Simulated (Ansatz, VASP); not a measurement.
## Two plane-wave programs on AlRu

```
Al Ru
1.0
     2.89595    0.00000    0.00000
    -1.44798    2.50797    0.00000
     0.00000    0.00000    3.88940
Al Ru
1 1
Direct
  0.00000 0.00000 0.00000
  0.66667 0.33333 0.50000
```

Change from the starting cell: species swapped into the WC type (P-6m2, No. 187).

Alike in both runs: functional PBE; k mesh 24 × 24 × 14; occupations gaussian, width 0.1 eV; no spin polarisation.

Ansatz relaxed the structure, and its values are those at the end. VASP's run is a single point on that final structure, the one shown.

```csv
,VASP,Ansatz
version,VASP 6.6.1,Ansatz 0.2.0
potentials or method,"VASP PAW PBE potentials, release 64 (Al, Ru_pv), cutoff 520 eV","scalar-relativistic, plane waves, PAW"
valence electrons in the cell,17,19
```

Ansatz gave:

| Property | Result |
| --- | --- |
| gap on the k mesh at the Fermi level (eV) | none |
| pressure (GPa) | 0.0 |

What did VASP give for the same quantities?

gap on the k mesh at the Fermi level (eV): none; pressure (GPa): -0.1.

A gap of «none» marks a metal or a gap that the smearing closes. With one functional, cell and mesh, what is left measures potentials, basis and numerics. VASP's potentials hold 17 valence electrons a cell and Ansatz's 19, so a difference there can come from the potentials and not from the codes.
